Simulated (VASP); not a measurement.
# ZnO (P6_3mc) in VASP: a series of runs, part 2 of 2

VASP 6.6.1. Earlier steps stand in the parts before.

**4. Single point, LDA (c/a of the conventional cell at fixed volume 1.5522)**

INCAR reads:

```
SYSTEM = ZnO
ALGO = Normal ; EDIFF = 1E-6
ENCUT = 520 ; ISIF = 2
ISMEAR = 0 ; LASPH = .True.
LCHARG = .False. ; LREAL = .False.
LWAVE = .False. ; NBANDS = 26
NELM = 80 ; PREC = Accurate
SIGMA = 0.05
```

KPOINTS reads:

```
k-points
0
Gamma
  12 12 6
  0 0 0
```

POSCAR reads:

```
ZnO
1.0
    3.2308276147      0.0000000000      0.0000000000
   -1.6154138073      2.7979787896      0.0000000000
    0.0000000000      0.0000000000      5.0148906235
Zn O
2 2
Direct
    0.3333333333      0.6666666667      0.0018514197
    0.6666666667      0.3333333333      0.5018514197
    0.3333333333      0.6666666667      0.3802485803
    0.6666666667      0.3333333333      0.8802485803
```

Potentials or basis: VASP PAW LDA potentials, release 64 (Zn, O).

Launch:

```sh
$ cat potpaw_LDA.64/Zn/POTCAR potpaw_LDA.64/O/POTCAR > POTCAR
$ mpirun -np 1 vasp_std > vasp.out
```

OUTCAR:

```text
SYSTEM = ZnO
   EDIFF = 1E-6
   ENCUT = 520
   ISIF = 2
   ISMEAR = 0
   LASPH = .True.
   LREAL = .False.
   NELM = 80
   PREC = Accurate

 ion  position               nearest neighbor table
   1  0.333  0.667  0.002-   3 1.90   4 1.96   4 1.96   4 1.96
   2  0.667  0.333  0.502-   4 1.90   3 1.96   3 1.96   3 1.96
   3  0.333  0.667  0.380-   1 1.90   2 1.96   2 1.96   2 1.96
   4  0.667  0.333  0.880-   2 1.90   1 1.96   1 1.96   1 1.96

  LATTYP: Found a hexagonal cell.
 ALAT       =     3.2308276147
 C/A-ratio  =     1.5522000000

  Lattice vectors:

 A1 = (   3.2308276147,   0.0000000000,   0.0000000000)
 A2 = (  -1.6154138073,   2.7979787896,   0.0000000000)
 A3 = (   0.0000000000,   0.0000000000,   5.0148906235)

Analysis of symmetry for initial positions (statically):
=====================================================================
 Subroutine PRICEL returns:
 Original cell was already a primitive cell.

 Routine SETGRP: Setting up the symmetry group for a
 hexagonal supercell.

 Subroutine GETGRP returns: Found 12 space group operations
 (whereof  6 operations were pure point group operations)
 out of a pool of 24 trial point group operations.
[... 164 lines left out ...]
  ---------------------------------------------------
  free energy    TOTEN  =       -21.11385003 eV

  energy without entropy =      -21.11385003  energy(sigma->0) =      -21.11385003

 E-fermi :   1.6034     XC(G=0): -11.7217

 val. band max:        1.3085968999   @ k =   0.0000   0.0000   0.0000
 cond. band min:       2.1707115510   @ k =   0.0000   0.0000   0.0000
 fundamental gap:      0.8621146511
 Fermi energy:         1.6034291363

 k-point     1 :       0.0000    0.0000    0.0000
  band No.  band energies     occupation
      1     -16.8785      2.00000
      2     -15.9625      2.00000
      3      -4.6839      2.00000
      4      -4.6593      2.00000
      5      -4.6593      2.00000
      6      -4.6423      2.00000
[... 685 lines left out ...]
     25      14.6717      0.00000
     26      15.2942      0.00000

 [... further k-points ...]
[... 5 lines left out ...]
  --------------------------------------------------------------------------------------
  -------------------------------------------------------------------------------------
  Total       -0.6526169     -0.6526169      2.5722450     -0.0000000      0.0000000      0.0000000
  in kB      -23.0647762    -23.0647762     90.9082375     -0.0000000      0.0000000      0.0000000
  external PRESSURE =      14.9262283 kB  Pullay stress =       0.0000000 kB

 VOLUME and BASIS-vectors are now :
 -----------------------------------------------------------------------------
  energy-cutoff  :      520.00
  volume of cell :       45.33
      direct lattice vectors                 reciprocal lattice vectors
     3.230827615  0.000000000  0.000000000     0.309518216  0.178700425  0.000000000
    -1.615413807  2.797978790  0.000000000     0.000000000  0.357400851  0.000000000
     0.000000000  0.000000000  5.014890624     0.000000000  0.000000000  0.199406144

 POSITION                                       TOTAL-FORCE (eV/Angst)
 -----------------------------------------------------------------------------------
     -0.00000      1.86532      0.00928         0.000000     -0.000000     -0.496919
      1.61541      0.93266      2.51673         0.000000     -0.000000     -0.496919
     -0.00000      1.86532      1.90691        -0.000000      0.000000      0.496919
      1.61541      0.93266      4.41435         0.000000     -0.000000      0.496919
 -----------------------------------------------------------------------------------
    total drift:                               -0.000000      0.000000     -0.004555

  FREE ENERGIE OF THE ION-ELECTRON SYSTEM (eV)
  ---------------------------------------------------
  free  energy   TOTEN  =       -21.1138500335 eV

  energy  without entropy=      -21.1138500335  energy(sigma->0) =      -21.11385003
```

stdout:

```text
POSCAR found type information on POSCAR ZnO
 POSCAR found :  2 types and       4 ions
 scaLAPACK will be used
 LDA part: xc-table for (Slater(with rela. corr.)+CA(PZ))
 , standard interpolation
 POSCAR, INCAR and KPOINTS ok, starting setup
 FFT: planning ... GRIDC
 FFT: planning ... GRID_SOFT
 FFT: planning ... GRID
 WAVECAR not read
 entering main loop
```

Wall time 2.2 min (1 thread of AMD EPYC 7R13, shared host); peak memory 0.16 GiB.

What came out:

| Quantity | Value |
| --- | --- |
| Free energy | -21.1139 eV |
| Pressure | 1.5 GPa |
| Largest force | 0.497 eV/Å |
| Band gap on the k mesh | 0.86 eV, direct |

Forces on the atoms (eV/Å):
```
Zn   0.000  0.000 -0.497
Zn   0.000  0.000 -0.497
O    0.000  0.000  0.497
O    0.000  0.000  0.497
```

Stress tensor (GPa, compression positive):
```
-2.31  0.00  0.00
 0.00 -2.31  0.00
 0.00  0.00  9.09
```

**5. Single point, LDA (c/a of the conventional cell at fixed volume 1.6169)**

INCAR reads:

```
  PREC = Accurate
  ENCUT = 520
  EDIFF = 1E-6
  ISMEAR = 0
  SIGMA = 0.05
  LREAL = F
  LASPH = T
  NELM = 60
  ALGO = Normal
  ISIF = 2
  LWAVE = F
  LCHARG = T
  LELF = T
  LVHAR = T
  NBANDS = 26
```

KPOINTS reads:

```
regular mesh
0
Gamma
  12 12 6
```

POSCAR reads:

```
ZnO
1.0
    3.1871780739      0.0000000000      0.0000000000
   -1.5935890369      2.7601771784      0.0000000000
    0.0000000000      0.0000000000      5.1531926628
Zn O
2 2
Direct
    0.3333333333      0.6666666667      0.0018514197
    0.6666666667      0.3333333333      0.5018514197
    0.3333333333      0.6666666667      0.3576412361
    0.6666666667      0.3333333333      0.8576412361
```

Potentials or basis: VASP PAW LDA potentials, release 64 (Zn, O).

Launch:

```sh
$ cat potpaw_LDA.64/Zn/POTCAR potpaw_LDA.64/O/POTCAR > POTCAR
$ mpirun -np 1 vasp_std > vasp.out
```

OUTCAR:

```text
PREC = Accurate
   ENCUT = 520
   EDIFF = 1E-6
   ISMEAR = 0
   LREAL = F
   LASPH = T
   NELM = 60
   ISIF = 2

 ion  position               nearest neighbor table
   1  0.333  0.667  0.002-   3 1.83   4 1.98   4 1.98   4 1.98
   2  0.667  0.333  0.502-   4 1.83   3 1.98   3 1.98   3 1.98
   3  0.333  0.667  0.358-   1 1.83   2 1.98   2 1.98   2 1.98
   4  0.667  0.333  0.858-   2 1.83   1 1.98   1 1.98   1 1.98

  LATTYP: Found a hexagonal cell.
 ALAT       =     3.1871780739
 C/A-ratio  =     1.6168511904
[... 888 lines left out ...]
     25      14.4641      0.00000
     26      15.4123      0.00000

 [... further k-points ...]
[... 5 lines left out ...]
  --------------------------------------------------------------------------------------
  -------------------------------------------------------------------------------------
  Total       -0.8840860     -0.8840860      3.9576734     -0.0000000     -0.0000000      0.0000000
  in kB      -31.2453540    -31.2453540    139.8720241     -0.0000000     -0.0000000      0.0000000
  external PRESSURE =      25.7937720 kB  Pullay stress =       0.0000000 kB

 VOLUME and BASIS-vectors are now :
 -----------------------------------------------------------------------------
  energy-cutoff  :      520.00
  volume of cell :       45.33
      direct lattice vectors                 reciprocal lattice vectors
     3.187178074  0.000000000  0.000000000     0.313757179  0.181147791  0.000000000
    -1.593589037  2.760177178  0.000000000     0.000000000  0.362295583  0.000000000
     0.000000000  0.000000000  5.153192663     0.000000000  0.000000000  0.194054456

 POSITION                                       TOTAL-FORCE (eV/Angst)
 -----------------------------------------------------------------------------------
     -0.00000      1.84012      0.00954         0.000000      0.000000     -1.302251
      1.59359      0.92006      2.58614        -0.000000      0.000000     -1.302251
     -0.00000      1.84012      1.84299         0.000000      0.000000      1.302251
      1.59359      0.92006      4.41959        -0.000000      0.000000      1.302251
 -----------------------------------------------------------------------------------
    total drift:                               -0.000001     -0.000001      0.000361

  FREE ENERGIE OF THE ION-ELECTRON SYSTEM (eV)
  ---------------------------------------------------
  free  energy   TOTEN  =       -21.0229562573 eV

  energy  without entropy=      -21.0229562573  energy(sigma->0) =      -21.02295626
```

OSZICAR:

```text
N       E                     dE             d eps       ncg     rms          rms(c)
DAV:   1     0.291071987934E+03    0.29107E+03   -0.18310E+04  4040   0.205E+03
DAV:   2     0.671382044937E+01   -0.28436E+03   -0.26646E+03  4132   0.414E+02
DAV:   3    -0.235659983905E+02   -0.30280E+02   -0.29897E+02  4376   0.138E+02
DAV:   4    -0.241481064190E+02   -0.58211E+00   -0.58089E+00  4418   0.193E+01
DAV:   5    -0.241510028281E+02   -0.28964E-02   -0.28963E-02  4316   0.143E+00    0.161E+01
DAV:   6    -0.209191950436E+02    0.32318E+01   -0.59954E+00  6142   0.614E+01    0.102E+01
DAV:   7    -0.210900029670E+02   -0.17081E+00   -0.27777E+00  4050   0.166E+01    0.597E+00
DAV:   8    -0.210741580052E+02    0.15845E-01   -0.56446E-01  5272   0.703E+00    0.171E+00
DAV:   9    -0.210208599578E+02    0.53298E-01   -0.10304E-01  5728   0.662E+00    0.335E-01
DAV:  10    -0.210230054985E+02   -0.21455E-02   -0.36294E-02  4034   0.133E+00    0.893E-02
DAV:  11    -0.210229540747E+02    0.51424E-04   -0.39699E-04  5102   0.253E-01    0.213E-02
DAV:  12    -0.210229557073E+02   -0.16326E-05   -0.56752E-05  4732   0.229E-01    0.893E-03
DAV:  13    -0.210229562573E+02   -0.55006E-06   -0.62324E-06  4630   0.833E-02
   1 F= -.21022956E+02 E0= -.21022956E+02  d E =-.689558E-15
```

stdout:

```text
POSCAR found type information on POSCAR ZnO
 POSCAR found :  2 types and       4 ions
 scaLAPACK will be used
 LDA part: xc-table for (Slater(with rela. corr.)+CA(PZ))
 , standard interpolation
 POSCAR, INCAR and KPOINTS ok, starting setup
 FFT: planning ... GRIDC
 FFT: planning ... GRID_SOFT
 FFT: planning ... GRID
 WAVECAR not read
 entering main loop
```

Run time: 2.1 min. Hardware: 1 thread of AMD EPYC 7R13, shared host; peak memory 0.16 GiB.

Results:

- Free energy: -21.0230 eV
- Pressure: 2.6 GPa
- Largest force: 1.302 eV/Å
- Band gap on the k mesh: 0.88 eV, direct

Forces on the atoms (eV/Å):
```
Zn   0.000  0.000 -1.302
Zn   0.000  0.000 -1.302
O    0.000  0.000  1.302
O    0.000  0.000  1.302
```

Levels at points of the mesh, in eV from the valence-band top:
| k point | band 16 | band 17 | band 18 | band 19 | band 20 | band 21 |
| --- | --- | --- | --- | --- | --- | --- |
| (0.00, 0.00, 0.00) | -0.01 | 0.00 | 0.00 | 0.88 | 5.44 | 8.35 |
| (0.50, 0.00, 0.00) | -2.55 | -1.49 | -0.62 | 5.89 | 6.78 | 7.34 |
| (0.00, 0.00, 0.50) | -0.54 | -0.54 | -0.54 | 3.52 | 3.52 | 10.34 |
| (0.50, 0.00, 0.50) | -1.51 | -1.50 | -1.50 | 5.63 | 5.63 | 8.51 |

Caveat: forces of over 1 eV/Å act on the atoms, so gaps and moduli don't describe the material at rest.

**6. Single point, LDA (c/a of the conventional cell at fixed volume 1.4875)**

INCAR reads:

```
SYSTEM = ZnO
PREC     = Accurate       ! precision mode
ENCUT    = 520            ! plane-wave cutoff, eV
EDIFF    = 1E-7           ! SCF threshold, eV
ISMEAR   = 0              ! smearing method
SIGMA    = 0.05           ! smearing width, eV
LREAL    = .FALSE.        ! projectors in reciprocal space
LASPH    = .TRUE.         ! aspherical terms in the spheres
NELM     = 80             ! most SCF steps
ALGO     = Normal         ! electronic algorithm
ISIF     = 2              ! what is computed and relaxed
LWAVE    = .FALSE.        ! write WAVECAR
LCHARG   = .FALSE.        ! write CHGCAR
NBANDS   = 26             ! bands
```

KPOINTS reads:

```
Automatic mesh
0
G
  12 12 6
  0 0 0
```

POSCAR reads:

```
ZnO
1.0
    3.2770068899      0.0000000000      0.0000000000
   -1.6385034449      2.8379712150      0.0000000000
    0.0000000000      0.0000000000      4.8745477487
Zn O
2 2
Direct
    0.3333333333      0.6666666667      0.0018514197
    0.6666666667      0.3333333333      0.5018514197
    0.3333333333      0.6666666667      0.4028559245
    0.6666666667      0.3333333333      0.9028559245
```

Potentials or basis: VASP PAW LDA potentials, release 64 (Zn, O).

Launch:

```sh
$ cat potpaw_LDA.64/Zn/POTCAR potpaw_LDA.64/O/POTCAR > POTCAR
$ mpirun -np 1 vasp_std > vasp.out
```

Wall time 2.3 min (1 thread of AMD EPYC 7R13, shared host); peak memory 0.16 GiB.

The run converged. Its results:

```
Free energy            : -21.0931 eV
Pressure               : 0.5 GPa
Largest force          : 0.070 eV/Å
Band gap on the k mesh : 0.89 eV, direct
```

Forces on the atoms (eV/Å):
```
Zn   0.000  0.000 -0.070
Zn   0.000  0.000 -0.070
O    0.000  0.000  0.070
O    0.000  0.000  0.070
```

Stress tensor (GPa, compression positive):
```
-2.37  0.00  0.00
 0.00 -2.37  0.00
 0.00  0.00  6.12
```

Levels at points of the mesh, in eV from the valence-band top:
```csv
k point,band 14,band 15,band 16,band 17,band 18,band 19,band 20,band 21,band 22,band 23
"(0.00, 0.00, 0.00)",-0.88,-0.88,-0.15,0.00,0.00,0.89,4.99,8.95,12.24,12.24
"(0.50, 0.00, 0.00)",-3.67,-2.86,-2.60,-1.23,-1.03,5.86,6.65,8.16,8.28,11.22
"(0.00, 0.00, 0.50)",-2.12,-0.43,-0.43,-0.43,-0.43,3.67,3.67,10.60,10.60,12.50
"(0.50, 0.00, 0.50)",-3.83,-1.75,-1.75,-1.08,-1.08,5.80,5.80,8.56,8.56,11.29
```

**7. Summary**

| cell | gap on the mesh (eV) | pressure (GPa) | largest force (eV/Å) |
| --- | --- | --- | --- |
| a = 3.277, b = 3.277, c = 4.875 Å, angles 90.0, 90.0, 120.0°, 4 atoms | 0.89 | 0.5 | 0.07 |
| a = 3.146, b = 3.146, c = 5.290 Å, angles 90.0, 90.0, 120.0°, 4 atoms | 0.73 | 1.5 | 0.36 |
| a = 3.231, b = 3.231, c = 5.015 Å, angles 90.0, 90.0, 120.0°, 4 atoms | 0.86 | 1.5 | 0.50 |
| a = 3.187, b = 3.187, c = 5.153 Å, angles 90.0, 90.0, 120.0°, 4 atoms | 0.88 | 2.6 | 1.30 |

Some of these runs hold the atoms at other places in the same cell, which the table doesn't show; runs alike in all that it shows share one row.

Alike in all rows: task single point; level LDA; potentials or basis VASP PAW LDA potentials, release 64 (Zn, O); no spin polarisation; k mesh 12 × 12 × 6; cutoff (eV) 520; smearing gaussian 0.05 eV.

Caveats: forces of over 1 eV/Å act on the atoms, so gaps and moduli don't describe the material at rest (some runs).

Absolute energies hang on the potentials; compare differences alone.
